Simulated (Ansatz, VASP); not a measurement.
Bi in VASP and in Ansatz

The input POSCAR:

```
Bi
1.0
    2.2672586491      1.3090023913      4.1166667488
   -2.2672586491      1.3090023913      4.1166667488
    0.0000000000     -2.6180047827      4.1166667487
Bi
2
Direct
    0.2317091399      0.2317091399      0.2317091399
    0.7682908601      0.7682908601      0.7682908601
```

INCAR.step1

```
SYSTEM = Bi
ALGO = Normal
EDIFF = 1E-4
ENCUT = 520
GGA = PE
ISMEAR = 0
LASPH = .TRUE.
LCHARG = .FALSE.
LREAL = .FALSE.
LWAVE = .TRUE.
NBANDS = 22
NELM = 100
PREC = Accurate
SIGMA = 0.3
```

INCAR.step2

```
SYSTEM = Bi
ALGO = Normal
EDIFF = 1E-6
ENCUT = 520
ISIF = 2
ISMEAR = 0
ISTART = 1
LASPH = .TRUE.
LCHARG = .FALSE.
LMIXTAU = .TRUE.
LREAL = .FALSE.
LWAVE = .FALSE.
METAGGA = R2SCAN
NBANDS = 22
NELM = 100
PREC = Accurate
SIGMA = 0.3
```

The input KPOINTS:

```
k-points
0
G
  9 9 9
  0 0 0
```

Input for Ansatz:

```yaml
crystal:
  lattice:
    - [2.2672586491, 1.3090023913, 4.1166667488]
    - [-2.2672586491, 1.3090023913, 4.1166667488]
    - [0.0, -2.6180047827, 4.1166667487]
  atoms:
    - { symbol: Bi, position: [0.2317091399, 0.2317091399, 0.2317091399] }
    - { symbol: Bi, position: [0.7682908601, 0.7682908601, 0.7682908601] }
hamiltonian:
  xc: r2scan
  pseudopotentials:
    kind: paw
    azcp:
      Bi: "pseudopotentials/Bi.paw.azcp"
basis:
  ecutwfc: 500
  fft_grid_basis: typed
kpoints:
  mp_grid: { grid: [9, 9, 9], shift: [0, 0, 0] }
magnetization:
  spin_polarized: false
scf:
  occupations: { method: gaussian, width: 0.3 }
  lower_state_search: "off"
output:
  stress: true
  write_density: true
  write_potential: true
  elf: true
  volumetric_format: npy
```

Alike in both runs: task single point; functional r2SCAN; k mesh 9 × 9 × 9; occupations gaussian, width 0.3 eV; no spin polarisation.

|  | VASP | Ansatz |
| --- | --- | --- |
| version | VASP 6.6.1 | Ansatz 0.2.0 |
| potentials or method | VASP PAW PBE potentials, release 64 (Bi_d), cutoff 520 eV | plane waves (500 eV) with PAW, scalar-relativistic |
| valence electrons in the cell | 30 | 30 |

```csv
,VASP,Ansatz,Ansatz less VASP
pressure (GPa),0.0,0.0,+0.05
```

VASP's potentials were made for PBE, not for r2SCAN. With one functional, cell and mesh, what is left measures potentials, basis and numerics.

Spin-orbit coupling is off throughout.
